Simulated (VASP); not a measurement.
# GaC18 in VASP: further runs

The runs below take GaC18 through single point, with PBE.

Everything below comes from runs of VASP 6.6.1. Logs are shortened: lines on timing, memory, paths and dates and some standing lists are left out, and cuts for length are marked.

### 1 The cell of the first run

The cell holds a slab with vacuum, 19 atoms: a = 7.398 Å, b = 7.398 Å, c = 12.000 Å, α = 90.00°, β = 90.00°, γ = 120.00°.

### 2 Single point, PBE, collinear spin, zero start

Input file INCAR:

```
SYSTEM = GaC18
  ALGO = Normal
  EDIFF = 1E-7
  ENCUT = 520
  GGA = PE
  ISIF = 2
  ISMEAR = 0
  ISPIN = 2
  LASPH = .True.
  LCHARG = .False.
  LORBIT = 11
  LREAL = Auto
  LWAVE = .False.
  MAGMOM = 0 0 0 0 0 0 0 0 0 0 0 0 0 0 0 0 0 0 0
  NBANDS = 62
  NELM = 150
  PREC = Accurate
  SIGMA = 0.05
```

Input file KPOINTS:

```
k-points
0
Gamma
  2 2 1
  0 0 0
```

Input file POSCAR:

```
GaC18
1.0
    7.3980000000      0.0000000000      0.0000000000
   -3.6990000000      6.4068560000      0.0000000000
    0.0000000000      0.0000000000     12.0000000000
C Ga
18 1
Direct
    0.0014744705     -0.0021578447      0.0832315000
    0.2247536044      0.1098410827      0.0820993333
    0.0021804697      0.3307897040      0.0816560833
    0.2244128530      0.4418697720      0.0815217500
    0.0013306305      0.6630005419      0.0826243333
    0.2248741164      0.7743470432      0.0808668333
    0.3369695081     -0.0016870989      0.0803047500
    0.5591730997      0.1093364671      0.0805915833
    0.3360523088      0.3318367074      0.0816955000
    0.5578198664      0.4420414631      0.0814630000
    0.3361684076      0.6635168638      0.0809385833
    0.5578896565      0.7752762041      0.0811824167
    0.6690327512     -0.0024924862      0.0811754167
    0.8908164482      0.1089540642      0.0822373333
    0.6689875697      0.3309873048      0.0813554167
    0.8907116912      0.4411378998      0.0819861667
    0.6683080496      0.6638802246      0.0821901667
    0.8900232553      0.7748188815      0.0833095833
    0.1757147213      0.8997219541      0.2645696667
```

Potentials or basis: VASP PAW PBE potentials, release 64 (C, Ga_d).

Command:

```
cat potpaw_PBE.64/C/POTCAR potpaw_PBE.64/Ga_d/POTCAR > POTCAR
mpirun -np 1 vasp_std > vasp.out
```

OUTCAR:

```text
SYSTEM = GaC18
   EDIFF = 1E-7
   ENCUT = 520
   GGA = PE
   ISIF = 2
   ISMEAR = 0
   ISPIN = 2
   LASPH = .True.
   LORBIT = 11
   LREAL = Auto
   NELM = 150
   PREC = Accurate

 ion  position               nearest neighbor table
   1  0.001  0.998  0.083-  14 1.42  18 1.43   2 1.43
   2  0.225  0.110  0.082-   9 1.42   1 1.43   7 1.43
   3  0.002  0.331  0.082-  16 1.42  14 1.42   4 1.42
   4  0.224  0.442  0.082-  11 1.42   9 1.42   3 1.42
   5  0.001  0.663  0.083-  16 1.42  18 1.43   6 1.43
   6  0.225  0.774  0.081-  11 1.42   5 1.43   7 1.43  19 2.49
   7  0.337  0.998  0.080-   8 1.42   2 1.43   6 1.43  19 2.44
   8  0.559  0.109  0.081-  15 1.42  13 1.42   7 1.42
   9  0.336  0.332  0.082-   4 1.42  10 1.42   2 1.42
  10  0.558  0.442  0.081-   9 1.42  17 1.42  15 1.42
  11  0.336  0.664  0.081-   4 1.42  12 1.42   6 1.42
  12  0.558  0.775  0.081-  11 1.42  17 1.42  13 1.42
  13  0.669  0.998  0.081-   8 1.42  14 1.42  12 1.42
  14  0.891  0.109  0.082-   1 1.42  13 1.42   3 1.42
  15  0.669  0.331  0.081-   8 1.42  16 1.42  10 1.42
  16  0.891  0.441  0.082-  15 1.42   3 1.42   5 1.42
  17  0.668  0.664  0.082-  18 1.42  12 1.42  10 1.42
  18  0.890  0.775  0.083-  17 1.42   1 1.43   5 1.43
  19  0.176  0.900  0.265-   7 2.44   6 2.49

  LATTYP: Found a hexagonal cell.
 ALAT       =     7.3980000000
 C/A-ratio  =     1.6220600162

  Lattice vectors:

 A1 = (   7.3980000000,   0.0000000000,   0.0000000000)
 A2 = (  -3.6990000000,   6.4068560000,   0.0000000000)
 A3 = (   0.0000000000,   0.0000000000,  12.0000000000)

Analysis of symmetry for initial positions (statically):
=====================================================================
 Subroutine PRICEL returns:
 Original cell was already a primitive cell.

 Routine SETGRP: Setting up the symmetry group for a
 hexagonal supercell.

 Subroutine GETGRP returns: Found  1 space group operations
 (whereof  1 operations were pure point group operations)
 out of a pool of 24 trial point group operations.

The static configuration has the point symmetry C_1 .

Analysis of symmetry for dynamics (positions and initial velocities):
=====================================================================
 Subroutine PRICEL returns:
 Original cell was already a primitive cell.

 Routine SETGRP: Setting up the symmetry group for a
 hexagonal supercell.

 Subroutine GETGRP returns: Found  1 space group operations
 (whereof  1 operations were pure point group operations)
 out of a pool of 24 trial point group operations.

The dynamic configuration has the point symmetry C_1 .

Analysis of structural, dynamic, and magnetic symmetry:
=====================================================================
 Subroutine PRICEL returns:
 Original cell was already a primitive cell.

 Routine SETGRP: Setting up the symmetry group for a
 hexagonal supercell.

 Subroutine GETGRP returns: Found  1 space group operations
 (whereof  1 operations were pure point group operations)
 out of a pool of 24 trial point group operations.

The overall configuration has the point symmetry C_1 .

 Subroutine INISYM returns: Found  1 space group operations
 (whereof  1 operations are pure point group operations),
 and found     1 'primitive' translations

----------------------------------------------------------------------------------------

                                     Primitive cell

  volume of cell :     568.7750

  direct lattice vectors                    reciprocal lattice vectors
     7.398000000  0.000000000  0.000000000     0.135171668  0.078041398  0.000000000
    -3.699000000  6.406856000  0.000000000     0.000000000  0.156082796  0.000000000
     0.000000000  0.000000000 12.000000000     0.000000000  0.000000000  0.083333333

  length of vectors
     7.398000000  7.398000054 12.000000000     0.156082797  0.156082796  0.083333333

[... 75 lines left out ...]
   k-points           NKPTS =      4   k-points in BZ     NKDIM =      4   number of bands    NBANDS=     62
   number of dos      NEDOS =    301   number of ions     NIONS =     19
   total plane-waves  NPLWV = 282240
   dimension x,y,z NGX =    56 NGY =   56 NGZ =   90
   dimension x,y,z NGXF=   112 NGYF=  112 NGZF=  180
   ions per type =              18   1
   NGX,Y,Z   is equivalent  to a cutoff of  12.58, 12.58, 12.47 a.u.
   NGXF,Y,Z  is equivalent  to a cutoff of  25.17, 25.17, 24.94 a.u.
 SYSTEM =  GaC18
   PREC   = accura    normal or accurate (medium, high low for compatibility)
   ISTART =      0    job   : 0-new  1-cont  2-samecut
   ICHARG =      2    charge: 1-file 2-atom 10-const
   ISPIN  =      2    spin polarized calculation?
   LNONCOLLINEAR =      F non collinear calculations
   LSORBIT =      F    spin-orbit coupling
   LASPH  =      T    aspherical Exc in radial PAW
   ENCUT  =  520.0 eV  38.22 Ry    6.18 a.u.  13.76 13.76 22.31*2*pi/ulx,y,z
   NELM   =    150;   NELMIN=  2; NELMDL= -5     # of ELM steps
   EDIFF  = 0.1E-06   stopping-criterion for ELM
   LREAL  =      T    real-space projection
   EDIFFG = 0.1E-05   stopping-criterion for IOM
   NSW    =      0    number of steps for IOM
   IBRION =     -1    ionic relax: 0-MD 1-quasi-New 2-CG
   NFREE  =      0    steps in history (QN), initial steepest desc. (CG)
   ISIF   =      2    stress and relaxation
   ISYM   =      2    0-nonsym 1-usesym 2-fastsym
   POTIM  = 0.5000    time-step for ionic-motion
   TEBEG  =    0.0;   TEEND  =   0.0 temperature during run
   PSTRESS=    0.0 pullay stress
   NELECT =      85.0000    total number of electrons
   NUPDOWN=      -1.0000    fix difference up-down
   EMIN   =  10.00;   EMAX   =-10.00  energy-range for DOS
   EFERMI =   0.00;   METHOD = LEGACY
   ISMEAR =     0;   SIGMA  =   0.05  broadening in eV -4-tet -1-fermi 0-gaus
   EFERMI_NEDOS =   21; number of points for ismear=-14 and -15
   IALGO  =     38    algorithm
   IMIX   =      4    mixing-type and parameters
     AMIX     =   0.40;   BMIX     =  1.00
     AMIX_MAG =   1.60;   BMIX_MAG =  1.00
  volume/ion in A,a.u.               =      29.94       202.01
  Fermi-wavevector in a.u.,A,eV,Ry     =   0.868762  1.641723 10.268969  0.754748
  Thomas-Fermi vector in A             =   1.987487
   LORBIT       =     11    0 simple, 1 ext, 2 COOP (PROOUT), +10 PAW based schemes
   GGA     = PE    functional components
   LHFCALC =     F    Hartree Fock is set to
   AEXX    =    0.0000 exact exchange contribution
   IVDW    =     0    specifies the selected vdW correction
   LEPSILON=     F    determine dielectric tensor
   LRPA    =     F    only Hartree local field effects (RPA)
 spin polarized calculation
 Gauss-broadening in eV      SIGMA  =   0.05
  energy-cutoff  :      520.00
  volume of cell :      568.78
 maximum number of plane-waves:     15363
 NGX is ok and might be reduce to    56
   NGX = 27   NGY = 27   NGZ = 45

 number of electron      85.0000000 magnetization       0.0000000

 number of electron      85.0000000 magnetization      -0.0000000

 Free energy of the ion-electron system (eV)
  ---------------------------------------------------
  ext. energy  EPLUGINS =         0.00000000
  ---------------------------------------------------
  free energy    TOTEN  =      -167.33084626 eV

  energy without entropy =     -167.33084626  energy(sigma->0) =     -167.33084626

 E-fermi :  -0.7723     XC(G=0):  -4.1251

 val. band max:       -1.0653995604   @ k =   0.0000   0.0000   0.0000
 cond. band min:       0.1491529754   @ k =   0.5000   0.0000   0.0000
 fundamental gap:      1.2145525358
 Fermi energy:        -0.7722644678

 spin component 1

 k-point     1 :       0.0000    0.0000    0.0000
  band No.  band energies     occupation
      1     -20.5755      1.00000
      2     -18.2179      1.00000
      3     -18.0465      1.00000
      4     -18.0257      1.00000
      5     -17.8564      1.00000
      6     -17.8480      1.00000
[... 217 lines left out ...]
     53       3.8427      0.00000
     54       3.8899      0.00000
 Fermi energy:        -0.7722644678

 spin component 2

 k-point     1 :       0.0000    0.0000    0.0000
  band No.  band energies     occupation
      1     -20.5755      1.00000
      2     -18.2179      1.00000
      3     -18.0465      1.00000
      4     -18.0257      1.00000
      5     -17.8564      1.00000
      6     -17.8480      1.00000
[... 217 lines left out ...]
     53       3.8428      0.00000
     54       3.8899      0.00000
 [bands above 54 left out]

------------------------ aborting loop because EDIFF is reached ----------------------------------------

  FORCE on cell =-STRESS in cart. coord.  units (eV):
  Direction    XX          YY          ZZ          XY          YZ          ZX
  --------------------------------------------------------------------------------------
  -------------------------------------------------------------------------------------
  Total        5.2607046      5.1986445     -0.1445743      0.0125798     -0.0863515     -0.4045318
  in kB       14.8188316     14.6440149     -0.4072500      0.0354360     -0.2432429     -1.1395219
  external PRESSURE =       9.6851988 kB  Pullay stress =       0.0000000 kB

 VOLUME and BASIS-vectors are now :
 -----------------------------------------------------------------------------
  energy-cutoff  :      520.00
  volume of cell :      568.78
      direct lattice vectors                 reciprocal lattice vectors
     7.398000000  0.000000000  0.000000000     0.135171668  0.078041398  0.000000000
    -3.699000000  6.406856000  0.000000000     0.000000000  0.156082796  0.000000000
     0.000000000  0.000000000 12.000000000     0.000000000  0.000000000  0.083333333

 POSITION                                       TOTAL-FORCE (eV/Angst)
 -----------------------------------------------------------------------------------
     -3.68011      6.39303      0.99878         0.011776     -0.001471      0.000721
      1.25643      0.70374      0.98519        -0.001495     -0.008409     -0.005933
     -1.20746      2.11932      0.97987         0.007817      0.007596      0.000266
      0.02573      2.83100      0.97826         0.007367      0.001435      0.000317
     -2.44260      4.24775      0.99149         0.000056      0.016204      0.003721
     -1.20069      4.96113      0.97040         0.004068     -0.000280     -0.001682
[... 11 lines left out ...]
      3.71834      4.96415      0.99971         0.014289      0.012109      0.001320
     -2.02813      5.76439      3.17484        -0.184523     -0.038615     -0.003539
 -----------------------------------------------------------------------------------
    total drift:                                0.009654      0.013571      0.033038

  FREE ENERGIE OF THE ION-ELECTRON SYSTEM (eV)
  ---------------------------------------------------
  free  energy   TOTEN  =      -167.3308462625 eV

  energy  without entropy=     -167.3308462625  energy(sigma->0) =     -167.33084626

 total charge

# of ion       s       p       d       tot
------------------------------------------
    1        0.861   1.787   0.000   2.648
    2        0.861   1.786   0.000   2.646
    3        0.862   1.792   0.000   2.654
    4        0.861   1.797   0.000   2.658
    5        0.861   1.786   0.000   2.647
    6        0.861   1.787   0.000   2.647
[... 11 lines left out ...]
   18        0.861   1.788   0.000   2.648
   19        1.220   0.244   9.946  11.409
--------------------------------------------------
tot         16.718  32.535   9.946  59.199

 magnetization (x)

# of ion       s       p       d       tot
------------------------------------------
    1       -0.000  -0.000   0.000  -0.000
    2       -0.000   0.000   0.000  -0.000
    3       -0.000  -0.000   0.000  -0.000
    4       -0.000   0.000   0.000   0.000
    5       -0.000   0.000   0.000  -0.000
    6       -0.000  -0.000   0.000  -0.000
[... 11 lines left out ...]
   18       -0.000  -0.000   0.000  -0.000
   19        0.000  -0.000   0.000   0.000
--------------------------------------------------
tot         -0.000  -0.000   0.000  -0.000
```

Run time: 19 min. Hardware: 1 thread of Intel Xeon 8259CL, shared host; peak memory 0.88 GiB.

Results:

| Property | Result |
| --- | --- |
| Free energy | -167.3308 eV |
| Largest force | 0.189 eV/Å |
| Net moment | 0.00 μB per cell |
| Valence electrons inside the program's atomic spheres | C 2.65, 2.66 (each value once); Ga 11.41 |

Forces in eV/Å, atoms in the order of the input:
```
C    0.012 -0.001  0.001
C   -0.001 -0.008 -0.006
C    0.008  0.008  0.000
C    0.007  0.001  0.000
C    0.000  0.016  0.004
C    0.004  0.000 -0.002
C    0.013  0.006  0.007
C    0.036  0.008 -0.003
C    0.019  0.020 -0.004
C    0.003 -0.003  0.000
C    0.036 -0.009 -0.003
C   -0.002  0.005  0.001
C   -0.005 -0.005  0.002
C    0.010  0.009  0.003
C    0.005 -0.004  0.002
C    0.018 -0.008  0.000
C    0.008 -0.009  0.000
C    0.014  0.012  0.001
Ga  -0.185 -0.039 -0.004
```

Caveat: the k points lie up to 0.49 Å⁻¹ apart; there is no dipole correction, which matters where the two faces differ; no moment was typed at the start, so none could form.

[end of part 1 of 2]
